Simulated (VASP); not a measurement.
# CuO in VASP: notebook

CuO is run at these levels: PBE; tasks: single point.

Program: VASP 6.6.1. These are calculated values, not measurements. Logs are shortened: lines on timing, memory, paths and dates and some standing lists are left out, and cuts for length are marked.

### Step 1. The cell of the first run

It takes space group R-3m (No. 166, trigonal). The conventional cell has a = 2.927 Å, b = 2.927 Å, c = 7.233 Å, α = 90.00°, β = 90.00°, γ = 120.00°. Within 2.7 Å of Cu (site symmetry -3m) lie 6 O at 2.08 Å. O (site symmetry -3m) has 6 Cu at 2.08 Å within 2.7 Å.

### Step 2. Single point, PBE, collinear spin

Input file INCAR:

```
SYSTEM = CuO
PREC = Accurate
ENCUT = 520
EDIFF = 1E-6
ISMEAR = 0
SIGMA = 0.1
LREAL = .False.
LASPH = .True.
NELM = 150
ALGO = Normal
ISIF = 2
LWAVE = .False.
LCHARG = .False.
ISPIN = 2
MAGMOM = 1 0
LORBIT = 11
LMAXMIX = 4
GGA = PE
NBANDS = 20
```

Input file KPOINTS:

```
regular mesh
0
Gamma
  9 9 9
  0 0 0
```

Input file POSCAR:

```
CuO
1.0
    1.4634099200      0.8449001100      2.4110990100
   -1.4634099200      0.8449001100      2.4110990100
    0.0000000000     -1.6898002300      2.4110990100
Cu O
1 1
Direct
    0.5000000000      0.5000000000      0.5000000000
    0.0000000000      0.0000000000      0.0000000000
```

Potentials or basis: VASP PAW PBE potentials, release 64 (Cu, O).

On the command line:

```sh
$ cat potpaw_PBE.64/Cu/POTCAR potpaw_PBE.64/O/POTCAR > POTCAR
$ mpirun -np 1 vasp_std > vasp.out
```

OUTCAR:

```text
SYSTEM = CuO
   PREC = Accurate
   ENCUT = 520
   EDIFF = 1E-6
   ISMEAR = 0
   LREAL = .False.
   LASPH = .True.
   NELM = 150
   ISIF = 2
   ISPIN = 2
   LORBIT = 11
   GGA = PE

 ion  position               nearest neighbor table
   1  0.500  0.500  0.500-   2 2.08   2 2.08   2 2.08   2 2.08   2 2.08   2 2.08
   2  0.000  0.000  0.000-   1 2.08   1 2.08   1 2.08   1 2.08   1 2.08   1 2.08

  LATTYP: Found a trigonal (rhomboedric) cell.
 ALAT       =     2.9442865394
 COS(alpha) =     0.5059148070

  Lattice vectors:

 A1 = (   1.4634099200,   0.8449001100,   2.4110990100)
 A2 = (  -1.4634099200,   0.8449001100,   2.4110990100)
 A3 = (   0.0000000000,  -1.6898002300,   2.4110990100)

Analysis of symmetry for initial positions (statically):
=====================================================================
 Subroutine PRICEL returns:
 Original cell was already a primitive cell.

 Routine SETGRP: Setting up the symmetry group for a
 trigonal (rhombohedral) supercell.

 Subroutine GETGRP returns: Found 12 space group operations
 (whereof 12 operations were pure point group operations)
 out of a pool of 12 trial point group operations.

The static configuration has the point symmetry D_3d.

Analysis of symmetry for dynamics (positions and initial velocities):
=====================================================================
 Subroutine PRICEL returns:
 Original cell was already a primitive cell.

 Routine SETGRP: Setting up the symmetry group for a
 trigonal (rhombohedral) supercell.

 Subroutine GETGRP returns: Found 12 space group operations
 (whereof 12 operations were pure point group operations)
 out of a pool of 12 trial point group operations.

The dynamic configuration has the point symmetry D_3d.

Analysis of structural, dynamic, and magnetic symmetry:
=====================================================================
 Subroutine PRICEL returns:
 Original cell was already a primitive cell.

 Routine SETGRP: Setting up the symmetry group for a
 trigonal (rhombohedral) supercell.

 Subroutine GETGRP returns: Found 12 space group operations
 (whereof 12 operations were pure point group operations)
 out of a pool of 12 trial point group operations.

The overall configuration has the point symmetry D_3d.

 Subroutine INISYM returns: Found 12 space group operations
 (whereof 12 operations are pure point group operations),
 and found     1 'primitive' translations

----------------------------------------------------------------------------------------

                                     Primitive cell

  volume of cell :      17.8870

  direct lattice vectors                    reciprocal lattice vectors
     1.463409920  0.844900110  2.411099010     0.341667767  0.197261977  0.138249542
    -1.463409920  0.844900110  2.411099010    -0.341667767  0.197261977  0.138249542
     0.000000000 -1.689800230  2.411099010     0.000000000 -0.394523954  0.138249541

  length of vectors
     2.944286539  2.944286539  2.944286544     0.418045556  0.418045556  0.418045555

  position of ions in fractional coordinates (direct lattice)
     0.500000000  0.500000000  0.500000000
     0.000000000  0.000000000  0.000000000

  ion indices of the primitive-cell ions
   primitive index   ion index
                 1           1
                 2           2

----------------------------------------------------------------------------------------

 KPOINTS: regular mesh

Automatic generation of k-mesh.
 Grid dimensions read from file:
 generate k-points for:    9    9    9

 Generating k-lattice:

  Cartesian coordinates                     Fractional coordinates (reciprocal lattice)
     0.037963085  0.021917997  0.015361060     0.111111111  0.000000000  0.000000000
    -0.037963085  0.021917997  0.015361060     0.000000000  0.111111111  0.000000000
     0.000000000 -0.043835995  0.015361060    -0.000000000 -0.000000000  0.111111111

  Length of vectors
     0.046449506  0.046449506  0.046449506

  Shift w.r.t. Gamma in fractional coordinates (k-lattice)
     0.000000000  0.000000000  0.000000000

 Subroutine IBZKPT returns following result:
 ===========================================

 Found     85 irreducible k-points:

 Following reciprocal coordinates:
            Coordinates               Weight
  0.000000  0.000000  0.000000      1.000000
  0.111111  0.000000 -0.000000      6.000000
  0.222222 -0.000000 -0.000000      6.000000
  0.333333 -0.000000  0.000000      6.000000
  0.444444 -0.000000 -0.000000      6.000000
  0.111111  0.111111  0.000000      6.000000
[... 16 lines left out ...]
 -0.333333  0.333333  0.000000      6.000000
  0.444444  0.444444 -0.000000      6.000000
 [... further k-points ...]
   k-points           NKPTS =     85   k-points in BZ     NKDIM =     85   number of bands    NBANDS=     20
   number of dos      NEDOS =    301   number of ions     NIONS =      2
   total plane-waves  NPLWV =  13824
   dimension x,y,z NGX =    24 NGY =   24 NGZ =   24
   dimension x,y,z NGXF=    48 NGYF=   48 NGZF=   48
   ions per type =               1   1
   NGX,Y,Z   is equivalent  to a cutoff of  13.55, 13.55, 13.55 a.u.
   NGXF,Y,Z  is equivalent  to a cutoff of  27.10, 27.10, 27.10 a.u.
 SYSTEM =  CuO
   PREC   = accura    normal or accurate (medium, high low for compatibility)
   ISTART =      0    job   : 0-new  1-cont  2-samecut
   ICHARG =      2    charge: 1-file 2-atom 10-const
   ISPIN  =      2    spin polarized calculation?
   LNONCOLLINEAR =      F non collinear calculations
   LSORBIT =      F    spin-orbit coupling
   LASPH  =      T    aspherical Exc in radial PAW
   ENCUT  =  520.0 eV  38.22 Ry    6.18 a.u.   5.47  5.47  5.47*2*pi/ulx,y,z
   NELM   =    150;   NELMIN=  2; NELMDL= -5     # of ELM steps
   EDIFF  = 0.1E-05   stopping-criterion for ELM
   LREAL  =      F    real-space projection
   EDIFFG = 0.1E-04   stopping-criterion for IOM
   NSW    =      0    number of steps for IOM
   IBRION =     -1    ionic relax: 0-MD 1-quasi-New 2-CG
   NFREE  =      0    steps in history (QN), initial steepest desc. (CG)
   ISIF   =      2    stress and relaxation
   ISYM   =      2    0-nonsym 1-usesym 2-fastsym
   POTIM  = 0.5000    time-step for ionic-motion
   TEBEG  =    0.0;   TEEND  =   0.0 temperature during run
   PSTRESS=    0.0 pullay stress
   NELECT =      17.0000    total number of electrons
   NUPDOWN=      -1.0000    fix difference up-down
   EMIN   =  10.00;   EMAX   =-10.00  energy-range for DOS
   EFERMI =   0.00;   METHOD = LEGACY
   ISMEAR =     0;   SIGMA  =   0.10  broadening in eV -4-tet -1-fermi 0-gaus
   EFERMI_NEDOS =   21; number of points for ismear=-14 and -15
   IALGO  =     38    algorithm
   IMIX   =      4    mixing-type and parameters
     AMIX     =   0.40;   BMIX     =  1.00
     AMIX_MAG =   1.60;   BMIX_MAG =  1.00
  volume/ion in A,a.u.               =       8.94        60.35
  Fermi-wavevector in a.u.,A,eV,Ry     =   1.609578  3.041661 35.249158  2.590740
  Thomas-Fermi vector in A             =   2.705265
   LORBIT       =     11    0 simple, 1 ext, 2 COOP (PROOUT), +10 PAW based schemes
   GGA     = PE    functional components
   LHFCALC =     F    Hartree Fock is set to
   AEXX    =    0.0000 exact exchange contribution
   IVDW    =     0    specifies the selected vdW correction
   LEPSILON=     F    determine dielectric tensor
   LRPA    =     F    only Hartree local field effects (RPA)
 spin polarized calculation
 Gauss-broadening in eV      SIGMA  =   0.10
  energy-cutoff  :      520.00
  volume of cell :       17.89
 maximum number of plane-waves:       531
 NGX is ok and might be reduce to    24
   NGX = 11   NGY = 11   NGZ = 11

 number of electron      16.9999990 magnetization      -0.0021334

 number of electron      16.9999990 magnetization       0.0000197

 Free energy of the ion-electron system (eV)
  ---------------------------------------------------
  ext. energy  EPLUGINS =         0.00000000
  ---------------------------------------------------
  free energy    TOTEN  =        -9.49225738 eV

  energy without entropy =       -9.48756067  energy(sigma->0) =       -9.48990902

 E-fermi :   7.1166     XC(G=0): -12.7677

 val. band max:        7.0713779004   @ k =  -0.3333   0.3333   0.0000
 cond. band min:       7.1246524698   @ k =   0.3333   0.3333   0.2222
 fundamental gap:      0.0532745694
 Fermi energy:         7.1166466549

 spin component 1

 k-point     1 :       0.0000    0.0000    0.0000
  band No.  band energies     occupation
      1     -13.0723      1.00000
      2       4.3682      1.00000
      3       4.3969      1.00000
      4       4.3969      1.00000
      5       4.4024      1.00000
      6       4.4684      1.00000
[... 12 lines left out ...]
     19      33.2312      0.00000
     20      43.1777      0.00000

 k-point     2 :       0.1111    0.0000   -0.0000
  band No.  band energies     occupation
      1     -12.9262      1.00000
      2       3.2365      1.00000
      3       3.5022      1.00000
      4       3.5479      1.00000
      5       4.4823      1.00000
      6       4.4996      1.00000
[... 12 lines left out ...]
     19      35.0694      0.00000
     20      42.0196      0.00000

 k-point     3 :       0.2222   -0.0000   -0.0000
  band No.  band energies     occupation
      1     -12.5320      1.00000
      2       1.5436      1.00000
      3       2.6486      1.00000
      4       2.6983      1.00000
      5       4.6749      1.00000
      6       4.6935      1.00000
[... 12 lines left out ...]
     19      37.9243      0.00000
     20      40.3009      0.00000

 k-point     4 :       0.3333   -0.0000    0.0000
  band No.  band energies     occupation
      1     -12.0297      1.00000
      2       0.0292      1.00000
      3       2.0309      1.00000
      4       2.0833      1.00000
      5       4.9017      1.00000
      6       4.9225      1.00000
[... 429 lines left out ...]
 k-point    23 :      -0.3333    0.3333    0.0000
  band No.  band energies     occupation
      1     -11.4490      1.00000
      2       0.4039      1.00000
      3       0.9972      1.00000
      4       1.9378      1.00000
      5       4.8795      1.00000
      6       5.1003      1.00000
[... 12 lines left out ...]
     19      41.1695      0.00000
     20      43.0392      0.00000

 k-point    24 :       0.4444    0.4444   -0.0000
  band No.  band energies     occupation
      1     -11.5481      1.00000
      2       0.2962      1.00000
      3       3.0277      1.00000
      4       3.0975      1.00000
      5       3.6157      1.00000
      6       5.0027      1.00000
[... 12 lines left out ...]
     19      41.3809      0.00000
     20      44.2911      0.00000

 [... further k-points ...]

 spin component 2

 k-point     1 :       0.0000    0.0000    0.0000
  band No.  band energies     occupation
      1     -13.0723      1.00000
      2       4.3681      1.00000
      3       4.3969      1.00000
      4       4.3969      1.00000
      5       4.4025      1.00000
      6       4.4684      1.00000
[... 12 lines left out ...]
     19      33.2312      0.00000
     20      43.1779      0.00000

 k-point     2 :       0.1111    0.0000   -0.0000
  band No.  band energies     occupation
      1     -12.9261      1.00000
      2       3.2365      1.00000
      3       3.5023      1.00000
      4       3.5479      1.00000
      5       4.4823      1.00000
      6       4.4996      1.00000
[... 12 lines left out ...]
     19      35.0693      0.00000
     20      42.0197      0.00000

 k-point     3 :       0.2222   -0.0000   -0.0000
  band No.  band energies     occupation
      1     -12.5320      1.00000
      2       1.5436      1.00000
      3       2.6486      1.00000
      4       2.6983      1.00000
      5       4.6749      1.00000
      6       4.6935      1.00000
[... 12 lines left out ...]
     19      37.9243      0.00000
     20      40.3009      0.00000

 k-point     4 :       0.3333   -0.0000    0.0000
  band No.  band energies     occupation
      1     -12.0296      1.00000
      2       0.0292      1.00000
      3       2.0309      1.00000
      4       2.0833      1.00000
      5       4.9017      1.00000
      6       4.9225      1.00000
[... 429 lines left out ...]
 k-point    23 :      -0.3333    0.3333    0.0000
  band No.  band energies     occupation
      1     -11.4490      1.00000
      2       0.4039      1.00000
      3       0.9973      1.00000
      4       1.9378      1.00000
      5       4.8795      1.00000
      6       5.1003      1.00000
[... 12 lines left out ...]
     19      41.1696      0.00000
     20      43.0392      0.00000

 k-point    24 :       0.4444    0.4444   -0.0000
  band No.  band energies     occupation
      1     -11.5481      1.00000
      2       0.2962      1.00000
      3       3.0277      1.00000
      4       3.0975      1.00000
      5       3.6157      1.00000
      6       5.0028      1.00000
[... 12 lines left out ...]
     19      41.3809      0.00000
     20      44.2912      0.00000

 [... further k-points ...]
[... 5 lines left out ...]
  --------------------------------------------------------------------------------------
  -------------------------------------------------------------------------------------
  Total        1.5968531      1.5968531      1.4991577      0.0000000     -0.0000000      0.0000000
  in kB      143.0335442    143.0335449    134.2827574      0.0000000     -0.0000002      0.0000000
  external PRESSURE =     140.1166155 kB  Pullay stress =       0.0000000 kB

 VOLUME and BASIS-vectors are now :
 -----------------------------------------------------------------------------
  energy-cutoff  :      520.00
  volume of cell :       17.89
      direct lattice vectors                 reciprocal lattice vectors
     1.463409920  0.844900110  2.411099010     0.341667767  0.197261977  0.138249542
    -1.463409920  0.844900110  2.411099010    -0.341667767  0.197261977  0.138249542
     0.000000000 -1.689800230  2.411099010     0.000000000 -0.394523954  0.138249541

 POSITION                                       TOTAL-FORCE (eV/Angst)
 -----------------------------------------------------------------------------------
      0.00000     -0.00000      3.61665         0.000000      0.000000     -0.000000
      0.00000      0.00000      0.00000         0.000000      0.000000      0.000000
 -----------------------------------------------------------------------------------
    total drift:                               -0.000000      0.000000     -0.000000

  FREE ENERGIE OF THE ION-ELECTRON SYSTEM (eV)
  ---------------------------------------------------
  free  energy   TOTEN  =        -9.4922573822 eV

  energy  without entropy=       -9.4875606657  energy(sigma->0) =       -9.48990902

 total charge

# of ion       s       p       d       tot
------------------------------------------
    1        0.328   0.363   9.169   9.860
    2        1.579   3.381   0.000   4.960
--------------------------------------------------
tot          1.907   3.744   9.169  14.820

 magnetization (x)

# of ion       s       p       d       tot
------------------------------------------
    1       -0.000  -0.000   0.000   0.000
    2       -0.000   0.000   0.000   0.000
--------------------------------------------------
tot         -0.000   0.000   0.000   0.000
```

It took 26 s on 1 thread of Intel Xeon 6975P-C (Granite Rapids), shared host; peak memory 0.18 GiB.

What came out:

| Property | Result |
| --- | --- |
| Free energy | -9.4923 eV |
| Pressure | 14.0 GPa |
| Net moment | 0.00 μB per cell |
| Valence electrons inside the program's atomic spheres | Cu 9.86; O 4.96 |

Stress tensor (GPa, compression positive):
```
14.30  0.00  0.00
 0.00 14.30  0.00
 0.00  0.00 13.43
```

Caveat: the cell stands under pressure; semilocal functionals often make such compounds metallic where correlation or magnetic order opens a gap, which also shifts bond lengths. With open d or f shells a metallic result of PBE can be an artefact of self-interaction; +U or a hybrid may open a gap.

(Part 1 of 3 ends here.)
